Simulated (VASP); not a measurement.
# Sc (Im-3m) in VASP: a series of runs

Sc is run at these levels: PBEsol; tasks: relaxation of cell and atoms.

Program: VASP 6.6.1. These are calculated values, not measurements. Logs are shortened: lines on timing, memory, paths and dates and some standing lists are left out, and cuts for length are marked.

## 1. The cell of the first run

The structure is cubic, space group Im-3m (No. 229). The conventional cell has a = 3.680 Å, b = 3.680 Å, c = 3.680 Å, α = 90.00°, β = 90.00°, γ = 90.00°. Within 4.2 Å of Sc (site symmetry m-3m) lie 14 Sc at 3.19 to 3.68 Å.

## 2. Relaxation of cell and atoms, PBEsol, target pressure 20 GPa, at which the enthalpy is minimised

File INCAR:

```
SYSTEM = Sc
ALGO = Normal ; EDIFF = 1E-6
EDIFFG = -0.02 ; ENCUT = 600
GGA = PS ; IBRION = 2
ISIF = 3 ; ISMEAR = 0
LASPH = .TRUE. ; LCHARG = .FALSE.
LREAL = .FALSE. ; LWAVE = .FALSE.
NELM = 80 ; NSW = 80
PREC = Accurate ; PSTRESS = 200.0
SIGMA = 0.05
```

File KPOINTS:

```
k-points
0
G
  9 9 9
  0 0 0
```

File POSCAR:

```
Sc
1.0
    1.8400000000      1.8400000000      1.8400000000
   -1.8400000000      1.8400000000      1.8400000000
   -1.8400000000     -1.8400000000      1.8400000000
Sc
1
Direct
    0.0000000000      0.0000000000      0.0000000000
```

Potentials or basis: VASP PAW PBE potentials, release 64 (Sc_sv).

The run is started by

```console
cat potpaw_PBE.64/Sc_sv/POTCAR > POTCAR
mpirun -np 1 vasp_std > vasp.out
```

OUTCAR:

```text
SYSTEM = Sc
   EDIFF = 1E-6
   EDIFFG = -0.02
   ENCUT = 600
   GGA = PS
   IBRION = 2
   ISIF = 3
   ISMEAR = 0
   LASPH = .TRUE.
   LREAL = .FALSE.
   NELM = 80
   NSW = 80
   PREC = Accurate
   PSTRESS = 200.0

 ion  position               nearest neighbor table
   1  0.000  0.000  0.000-

  LATTYP: Found a body centered cubic cell.
 ALAT       =     3.6800000000

  Lattice vectors:

 A1 = (   1.8400000000,  -1.8400000000,  -1.8400000000)
 A2 = (   1.8400000000,   1.8400000000,   1.8400000000)
 A3 = (  -1.8400000000,  -1.8400000000,   1.8400000000)

Analysis of symmetry for initial positions (statically):
=====================================================================
 Subroutine PRICEL returns:
 Original cell was already a primitive cell.

 Routine SETGRP: Setting up the symmetry group for a
 body centered cubic supercell.

 Subroutine GETGRP returns: Found 48 space group operations
 (whereof 48 operations were pure point group operations)
 out of a pool of 48 trial point group operations.

The static configuration has the point symmetry O_h .

Analysis of symmetry for dynamics (positions and initial velocities):
=====================================================================
 Subroutine PRICEL returns:
 Original cell was already a primitive cell.

 Routine SETGRP: Setting up the symmetry group for a
 body centered cubic supercell.

 Subroutine GETGRP returns: Found 48 space group operations
 (whereof 48 operations were pure point group operations)
 out of a pool of 48 trial point group operations.

The dynamic configuration has the point symmetry O_h .

 Subroutine INISYM returns: Found 48 space group operations
 (whereof 48 operations are pure point group operations),
 and found     1 'primitive' translations

----------------------------------------------------------------------------------------

                                     Primitive cell

  volume of cell :      24.9180

  direct lattice vectors                    reciprocal lattice vectors
     1.840000000  1.840000000  1.840000000     0.271739130  0.000000000  0.271739130
    -1.840000000  1.840000000  1.840000000    -0.271739130  0.271739130  0.000000000
    -1.840000000 -1.840000000  1.840000000     0.000000000 -0.271739130  0.271739130

  length of vectors
     3.186973486  3.186973486  3.186973486     0.384297164  0.384297164  0.384297164

  position of ions in fractional coordinates (direct lattice)
     0.000000000  0.000000000  0.000000000

  ion indices of the primitive-cell ions
   primitive index   ion index
                 1           1

----------------------------------------------------------------------------------------

 KPOINTS: k-points

Automatic generation of k-mesh.
 Grid dimensions read from file:
 generate k-points for:    9    9    9

 Generating k-lattice:

  Cartesian coordinates                     Fractional coordinates (reciprocal lattice)
     0.030193237  0.000000000  0.030193237     0.111111111  0.000000000  0.000000000
    -0.030193237  0.030193237  0.000000000     0.000000000  0.111111111  0.000000000
     0.000000000 -0.030193237  0.030193237     0.000000000  0.000000000  0.111111111

  Length of vectors
     0.042699685  0.042699685  0.042699685

  Shift w.r.t. Gamma in fractional coordinates (k-lattice)
     0.000000000  0.000000000  0.000000000

 Subroutine IBZKPT returns following result:
 ===========================================

 Found     35 irreducible k-points:

 Following reciprocal coordinates:
            Coordinates               Weight
  0.000000  0.000000  0.000000      1.000000
  0.111111  0.000000  0.000000     12.000000
  0.222222  0.000000  0.000000     12.000000
  0.333333  0.000000  0.000000     12.000000
  0.444444  0.000000  0.000000     12.000000
  0.222222  0.111111  0.000000     24.000000
[... 16 lines left out ...]
  0.111111 -0.444444  0.111111     24.000000
  0.222222 -0.444444  0.111111     24.000000
 [... further k-points ...]
   k-points           NKPTS =     35   k-points in BZ     NKDIM =     35   number of bands    NBANDS=      9
   number of dos      NEDOS =    301   number of ions     NIONS =      1
   total plane-waves  NPLWV =  21952
   dimension x,y,z NGX =    28 NGY =   28 NGZ =   28
   dimension x,y,z NGXF=    56 NGYF=   56 NGZF=   56
   ions per type =               1
   NGX,Y,Z   is equivalent  to a cutoff of  14.61, 14.61, 14.61 a.u.
   NGXF,Y,Z  is equivalent  to a cutoff of  29.21, 29.21, 29.21 a.u.
 SYSTEM =  Sc
   PREC   = accura    normal or accurate (medium, high low for compatibility)
   ISTART =      0    job   : 0-new  1-cont  2-samecut
   ICHARG =      2    charge: 1-file 2-atom 10-const
   ISPIN  =      1    spin polarized calculation?
   LNONCOLLINEAR =      F non collinear calculations
   LSORBIT =      F    spin-orbit coupling
   LASPH  =      T    aspherical Exc in radial PAW
   ENCUT  =  600.0 eV  44.10 Ry    6.64 a.u.   6.37  6.37  6.37*2*pi/ulx,y,z
   NELM   =     80;   NELMIN=  2; NELMDL= -5     # of ELM steps
   EDIFF  = 0.1E-05   stopping-criterion for ELM
   LREAL  =      F    real-space projection
   EDIFFG = -.2E-01   stopping-criterion for IOM
   NSW    =     80    number of steps for IOM
   IBRION =      2    ionic relax: 0-MD 1-quasi-New 2-CG
   NFREE  =      1    steps in history (QN), initial steepest desc. (CG)
   ISIF   =      3    stress and relaxation
   ISYM   =      2    0-nonsym 1-usesym 2-fastsym
   POTIM  = 0.5000    time-step for ionic-motion
   TEBEG  =    0.0;   TEEND  =   0.0 temperature during run
   PSTRESS=  200.0 pullay stress
   NELECT =      11.0000    total number of electrons
   NUPDOWN=      -1.0000    fix difference up-down
   EMIN   =  10.00;   EMAX   =-10.00  energy-range for DOS
   EFERMI =   0.00;   METHOD = LEGACY
   ISMEAR =     0;   SIGMA  =   0.05  broadening in eV -4-tet -1-fermi 0-gaus
   EFERMI_NEDOS =   21; number of points for ismear=-14 and -15
   IALGO  =     38    algorithm
   IMIX   =      4    mixing-type and parameters
     AMIX     =   0.40;   BMIX     =  1.00
     AMIX_MAG =   1.60;   BMIX_MAG =  1.00
  volume/ion in A,a.u.               =      24.92       168.16
  Fermi-wavevector in a.u.,A,eV,Ry     =   1.246526  2.355592 21.141091  1.553826
  Thomas-Fermi vector in A             =   2.380699
   LORBIT       =      0    0 simple, 1 ext, 2 COOP (PROOUT), +10 PAW based schemes
   GGA     = PS    functional components
   LHFCALC =     F    Hartree Fock is set to
   AEXX    =    0.0000 exact exchange contribution
   IVDW    =     0    specifies the selected vdW correction
   LEPSILON=     F    determine dielectric tensor
   LRPA    =     F    only Hartree local field effects (RPA)
 conjugate gradient relaxation of ions
 non-spin polarized calculation
 Gauss-broadening in eV      SIGMA  =   0.05
  energy-cutoff  :      600.00
  volume of cell :       24.92
 maximum number of plane-waves:       887
 NGX is ok and might be reduce to    28
   NGX = 13   NGY = 13   NGZ = 13

--------------------------------------- Ionic step        1  -------------------------------------------

 number of electron      11.0000002 magnetization

 Free energy of the ion-electron system (eV)
  ---------------------------------------------------
  ext. energy  EPLUGINS =         0.00000000
  ---------------------------------------------------
  free energy    TOTEN  =        -6.49158941 eV

  energy without entropy =       -6.48934906  energy(sigma->0) =       -6.49046924

 E-fermi :   3.6232     XC(G=0):  -9.9513

 val. band max:        3.5881145677   @ k =   0.4444   0.2222   0.1111
 cond. band min:       3.6423970427   @ k =   0.2222  -0.4444   0.1111
 fundamental gap:      0.0542824750
 Fermi energy:         3.6231916475

 k-point     1 :       0.0000    0.0000    0.0000
  band No.  band energies     occupation
      1     -45.7932      2.00000
      2     -24.2925      2.00000
      3     -24.2925      2.00000
      4     -24.2925      2.00000
      5      -1.5999      2.00000
      6       5.0379      0.00000
      7       5.0379      0.00000
      8       5.0379      0.00000
      9       6.4562      0.00000

 k-point     2 :       0.1111    0.0000    0.0000
  band No.  band energies     occupation
      1     -45.7860      2.00000
      2     -24.3390      2.00000
      3     -24.3072      2.00000
      4     -24.2927      2.00000
      5      -1.2752      2.00000
      6       4.8819      0.00000
      7       4.9629      0.00000
      8       5.2772      0.00000
      9       6.2961      0.00000
[... 366 lines left out ...]
  FREE ENERGIE OF THE ION-ELECTRON SYSTEM (eV)
  ---------------------------------------------------
  free  energy   TOTEN  =        -6.2407069567 eV

  energy  without entropy=       -6.2375756966  energy(sigma->0) =       -6.23914133

  enthalpy is  TOTEN    =        -3.8876458517 eV   P V=        2.3530611050

--------------------------------------- Ionic step        4  -------------------------------------------

 number of electron      10.9999999 magnetization

 Free energy of the ion-electron system (eV)
  ---------------------------------------------------
  ext. energy  EPLUGINS =         0.00000000
  ---------------------------------------------------
  free energy    TOTEN  =        -6.20945677 eV

  energy without entropy =       -6.20675705  energy(sigma->0) =       -6.20810691

 E-fermi :   5.4954     XC(G=0): -11.2099

 val. band max:        5.4534963557   @ k =   0.1111  -0.4444   0.1111
 cond. band min:       5.5132507729   @ k =   0.4444   0.2222   0.0000
 fundamental gap:      0.0597544172
 Fermi energy:         5.4953771320

 k-point     1 :       0.0000    0.0000    0.0000
  band No.  band energies     occupation
      1     -43.1669      2.00000
      2     -21.3762      2.00000
      3     -21.3762      2.00000
      4     -21.3762      2.00000
      5      -0.1379      2.00000
      6       7.3279      0.00000
      7       7.3279      0.00000
      8       7.3279      0.00000
      9       9.3286      0.00000

 k-point     2 :       0.1111    0.0000    0.0000
  band No.  band energies     occupation
      1     -43.1430      2.00000
      2     -21.5004      2.00000
      3     -21.4124      2.00000
      4     -21.3775      2.00000
      5       0.2903      2.00000
      6       7.0920      0.00000
      7       7.2151      0.00000
      8       7.6786      0.00000
      9       9.0732      0.00000
[... 286 lines left out ...]
 POSITION                                       TOTAL-FORCE (eV/Angst)
 -----------------------------------------------------------------------------------
     -1.66876      1.66876      1.66876         0.000000      0.000000      0.000000
 -----------------------------------------------------------------------------------
    total drift:                               -0.000000      0.000000      0.000000

  FREE ENERGIE OF THE ION-ELECTRON SYSTEM (eV)
  ---------------------------------------------------
  free  energy   TOTEN  =        -6.2094567735 eV

  energy  without entropy=       -6.2067570499  energy(sigma->0) =       -6.20810691

  enthalpy is  TOTEN    =        -3.8890594302 eV   P V=        2.3203973434

 reached required accuracy - stopping structural energy minimisation
```

It took 35 s on 1 thread of AMD EPYC 7R13 (Zen 3), shared host; peak memory 0.14 GiB.

Results:

* Free energy: -6.2095 eV
* Relaxed volume: 18.59 Å³/atom
* Relaxed cell: a = 2.890 Å, b = 2.890 Å, c = 2.890 Å, α = 70.53°, β = 109.47°, γ = 70.53°
* Space group after relaxing (to 0.05 Å): Im-3m (No. 229)
* Energy change on relaxing (the enthalpy is what falls): +282.1 meV/atom
* Ionic steps: 4
* Pressure after relaxing: 19.9 GPa

Step by step:
```tsv
step	energy change (eV)	largest force (eV/Å)	pressure (GPa)	volume (Å³)
1	0.0000	0.0000	-2.18	24.92
2	1.2265	0.0000	57.56	14.43
3	0.2509	0.0000	18.34	18.85
4	0.2821	0.0000	19.87	18.59
```

Final structure:
```cif
data_structure
_symmetry_space_group_name_H-M 'P 1'
_symmetry_Int_Tables_number 1
_cell_length_a 2.8904
_cell_length_b 2.8904
_cell_length_c 2.8904
_cell_angle_alpha 70.529
_cell_angle_beta 109.471
_cell_angle_gamma 70.529
_cell_volume 18.59
loop_
_atom_site_label
_atom_site_type_symbol
_atom_site_fract_x
_atom_site_fract_y
_atom_site_fract_z
_atom_site_occupancy
Sc1 Sc 0.00000 0.00000 0.00000 1
```

Levels at points of the mesh, in eV from the Fermi level:
| k point | band 2 | band 3 | band 4 | band 5 | band 6 | band 7 | band 8 | band 9 |
| --- | --- | --- | --- | --- | --- | --- | --- | --- |
| (0.00, 0.00, 0.00) | -26.87 | -26.87 | -26.87 | -5.63 | 1.83 | 1.83 | 1.83 | 3.83 |

Caveat: the cell is relaxed towards a set pressure, so the enthalpy falls and the energy may rise; the volume moved by over 15 % at a fixed basis, so the end points are rough; the PAW data sets were made with another functional, which shifts forces and pressure a little.

## 3. Relaxation of cell and atoms, PBEsol, target pressure 30 GPa, at which the enthalpy is minimised

File INCAR:

```
SYSTEM = Sc
ALGO = Normal
EDIFF = 1E-6
EDIFFG = -0.02
ENCUT = 600
GGA = PS
IBRION = 2
ISIF = 3
ISMEAR = 0
LASPH = .True.
LCHARG = .False.
LREAL = .False.
LWAVE = .False.
NELM = 100
NSW = 80
PREC = Accurate
PSTRESS = 300.0
SIGMA = 0.05
```

File KPOINTS:

```
k-points
0
Gamma
  9 9 9
  0 0 0
```

POSCAR is that of step 2.

Potentials or basis: VASP PAW PBE potentials, release 64 (Sc_sv).

The run is started by

```console
cat potpaw_PBE.64/Sc_sv/POTCAR > POTCAR
mpirun -np 1 vasp_std > vasp.out
```

OUTCAR:

```text
SYSTEM = Sc
   EDIFF = 1E-6
   EDIFFG = -0.02
   ENCUT = 600
   GGA = PS
   IBRION = 2
   ISIF = 3
   ISMEAR = 0
   LASPH = .True.
   LREAL = .False.
   NELM = 100
   NSW = 80
   PREC = Accurate
   PSTRESS = 300.0

 ion  position               nearest neighbor table
   1  0.000  0.000  0.000-

  LATTYP: Found a body centered cubic cell.
 ALAT       =     3.6800000000

  Lattice vectors:

 A1 = (   1.8400000000,  -1.8400000000,  -1.8400000000)
 A2 = (   1.8400000000,   1.8400000000,   1.8400000000)
 A3 = (  -1.8400000000,  -1.8400000000,   1.8400000000)

Analysis of symmetry for initial positions (statically):
=====================================================================
 Subroutine PRICEL returns:
 Original cell was already a primitive cell.

 Routine SETGRP: Setting up the symmetry group for a
 body centered cubic supercell.

 Subroutine GETGRP returns: Found 48 space group operations
 (whereof 48 operations were pure point group operations)
 out of a pool of 48 trial point group operations.

The static configuration has the point symmetry O_h .

Analysis of symmetry for dynamics (positions and initial velocities):
=====================================================================
 Subroutine PRICEL returns:
 Original cell was already a primitive cell.

 Routine SETGRP: Setting up the symmetry group for a
 body centered cubic supercell.

[... 137 lines left out ...]
  volume of cell :       24.92
 maximum number of plane-waves:       887
 NGX is ok and might be reduce to    28
   NGX = 13   NGY = 13   NGZ = 13

--------------------------------------- Ionic step        1  -------------------------------------------

 number of electron      11.0000002 magnetization

 Free energy of the ion-electron system (eV)
  ---------------------------------------------------
  ext. energy  EPLUGINS =         0.00000000
  ---------------------------------------------------
  free energy    TOTEN  =        -6.49158941 eV

  energy without entropy =       -6.48934906  energy(sigma->0) =       -6.49046924

 E-fermi :   3.6232     XC(G=0):  -9.9513

 val. band max:        3.5881145677   @ k =   0.4444   0.2222   0.1111
 cond. band min:       3.6423970427   @ k =   0.2222  -0.4444   0.1111
 fundamental gap:      0.0542824750
 Fermi energy:         3.6231916475

 k-point     1 :       0.0000    0.0000    0.0000
  band No.  band energies     occupation
      1     -45.7932      2.00000
      2     -24.2925      2.00000
      3     -24.2925      2.00000
      4     -24.2925      2.00000
      5      -1.5999      2.00000
      6       5.0379      0.00000
      7       5.0379      0.00000
      8       5.0379      0.00000
      9       6.4562      0.00000
[... 497 lines left out ...]
--------------------------------------- Ionic step        7  -------------------------------------------

 number of electron      11.0000000 magnetization

 Free energy of the ion-electron system (eV)
  ---------------------------------------------------
  ext. energy  EPLUGINS =         0.00000000
  ---------------------------------------------------
  free energy    TOTEN  =        -5.98835660 eV

  energy without entropy =       -5.98560025  energy(sigma->0) =       -5.98697843

 E-fermi :   6.0556     XC(G=0): -11.5843

 val. band max:        6.0189388588   @ k =  -0.4444   0.2222  -0.0000
 cond. band min:       6.0571934222   @ k =   0.4444   0.2222   0.0000
 fundamental gap:      0.0382545635
 Fermi energy:         6.0555673128

 k-point     1 :       0.0000    0.0000    0.0000
  band No.  band energies     occupation
      1     -42.4474      2.00000
      2     -20.5087      2.00000
      3     -20.5087      2.00000
      4     -20.5087      2.00000
      5       0.4122      2.00000
      6       7.9975      0.00000
      7       7.9975      0.00000
      8       7.9975      0.00000
      9      10.1829      0.00000
[... 308 lines left out ...]
  energy  without entropy=       -5.9856002521  energy(sigma->0) =       -5.98697843

  enthalpy is  TOTEN    =        -2.7761912262 eV   P V=        3.2121653769

 reached required accuracy - stopping structural energy minimisation
```

OSZICAR:

```text
N       E                     dE             d eps       ncg     rms          rms(c)
DAV:   1     0.801371410988E+02    0.80137E+02   -0.56490E+03   630   0.130E+03
DAV:   2    -0.559217337879E+01   -0.85729E+02   -0.85321E+02   638   0.357E+02
DAV:   3    -0.732295820371E+01   -0.17308E+01   -0.16671E+01   900   0.628E+01
[... 54 lines left out ...]
DAV:   1    -0.599062183825E+01    0.12910E-01   -0.72546E-02   630   0.495E+00    0.394E-01
DAV:   2    -0.598855268050E+01    0.20692E-02   -0.55990E-03   882   0.129E+00    0.102E-01
DAV:   3    -0.598835572494E+01    0.19696E-03   -0.86559E-04   920   0.498E-01    0.528E-02
DAV:   4    -0.598835659185E+01   -0.86691E-06   -0.16777E-05   679   0.544E-02    0.249E-03
DAV:   5    -0.598835660310E+01   -0.11247E-07   -0.61161E-07   361   0.142E-02
   7 F= -.27761912E+01 E0= -.27748131E+01  d E =-.218610E-03
```

It took 53 s on 1 thread of AMD EPYC 7R13 (Zen 3), shared host; peak memory 0.15 GiB.

What came out:

| Property | Result |
| --- | --- |
| Free energy | -5.9884 eV |
| Relaxed volume | 17.15 Å³/atom |
| Relaxed cell | a = 2.814 Å, b = 2.814 Å, c = 2.814 Å, α = 70.53°, β = 109.47°, γ = 70.53° |
| Space group after relaxing (to 0.05 Å) | Im-3m (No. 229) |
| Energy change on relaxing (the enthalpy is what falls) | +503.2 meV/atom |
| Ionic steps | 7 |
| Pressure after relaxing | 30.0 GPa |

Step by step:
| step | energy change (eV) | largest force (eV/Å) | pressure (GPa) | volume (Å³) |
| --- | --- | --- | --- | --- |
| 1 | 0.0000 | 0.0000 | -2.18 | 24.92 |
| 2 | 3.1691 | 0.0000 | 128.76 | 10.87 |
| 3 | 0.3955 | 0.0000 | 25.23 | 17.78 |
| 4 | 0.4954 | 0.0000 | 29.68 | 17.20 |
| 5 | 0.5210 | 0.0000 | 30.74 | 17.06 |
| 6 | 0.4881 | 0.0000 | 29.38 | 17.24 |
| 7 | 0.5032 | 0.0000 | 29.99 | 17.15 |

Final structure:
```xyz
1
Lattice="1.6247 1.6247 1.6247 -1.6247 1.6247 1.6247 -1.6247 -1.6247 1.6247" Properties=species:S:1:pos:R:3 pbc="T T T"
Sc    0.0000    0.0000    0.0000
```

Caveat: the cell is relaxed towards a set pressure, so the enthalpy falls and the energy may rise; the volume moved by over 15 % at a fixed basis, so the end points are rough; the PAW data sets were made with another functional, which shifts forces and pressure a little.
